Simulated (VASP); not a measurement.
# Cu: single point with PBE

The system is Cu.

```
Cu
1.0
    -1.47109    1.47109    1.40307
     1.47109   -1.47109    1.40307
     1.47109    1.47109   -1.40307
Cu
1
Cartesian
  0.0000 0.0000 0.0000
```

| Property | Result |
| --- | --- |
| Program | VASP 6.6.1 |
| Task | single point |
| Functional | PBE |
| Potentials or basis | VASP PAW PBE potentials, release 64 (Cu) |
| Cutoff | 520 eV |
| k mesh | 16 × 16 × 16 |
| Occupations | gaussian, width 0.05 eV |
| Spin | no spin polarisation |
| Dipole correction | no |
| Further INCAR settings | ALGO = Normal; EDIFF = 1e-06; NBANDS = 12 |

- Pressure: -1.0 GPa

Stress tensor (GPa, compression positive):
```
-0.92  0.00  0.00
 0.00 -0.92  0.00
 0.00  0.00 -1.08
```

Levels at points of the mesh, in eV from the Fermi level:
```
           k point  band 3  band 4  band 5  band 6  band 7  band 8  band 9  band 10
(0.00, 0.00, 0.00)   -2.96   -2.96   -2.16   -1.97   24.29   24.29   25.52    27.63
(0.50, 0.00, 0.00)   -2.08   -1.88   -1.35   -0.39    4.37   16.78   16.87    20.66
(0.50, 0.50, 0.00)   -2.23   -2.00   -1.38   -0.74    3.87   18.11   18.13    21.79
(0.50, 0.50, 0.50)   -1.53   -1.53   -1.49    7.50    7.50    9.27   12.93    13.46
```

Wall time 29 s on 1 thread of Intel Xeon 6975P-C, on a shared host, peak memory 0.16 GiB.
